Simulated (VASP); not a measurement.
A run of VASP 6.6.1 is set up as follows.

INCAR

```
ALGO = Fast
EDIFF = 1E-7
ENCUT = 520
GGA = PS
ISIF = 2
ISMEAR = 0
LASPH = True
LCHARG = True
LELF = True
LREAL = False
LVHAR = True
LWAVE = False
NBANDS = 36
NELM = 80
PREC = Accurate
SIGMA = 0.1
```

File KPOINTS:

```
k-points
0
Gamma
  10 10 10
```

POSCAR

```
Sn3Bi
1.0
    0.0000000000      3.7972355069      3.7972355069
    3.7972355069      0.0000000000      3.7972355069
    3.7972355069      3.7972355069      0.0000000000
Sn Bi
3 1
Direct
    0.0000000000      0.0000000000      0.0000000000
    0.2500000000      0.2500000000      0.2500000000
    0.7500000000      0.7500000000      0.7500000000
    0.5000000000      0.5000000000      0.5000000000
```

Potentials or basis: VASP PAW PBE potentials, release 64 (Sn_d, Bi_d).

Command:

```bash
$ cat potpaw_PBE.64/Sn_d/POTCAR potpaw_PBE.64/Bi_d/POTCAR > POTCAR
$ mpirun -np 1 vasp_std > vasp.out
```

Problem. What does it give for the pressure?

Solution. -0.1 GPa.

Caveat: the PAW data sets were made with another functional, which shifts forces and pressure a little.
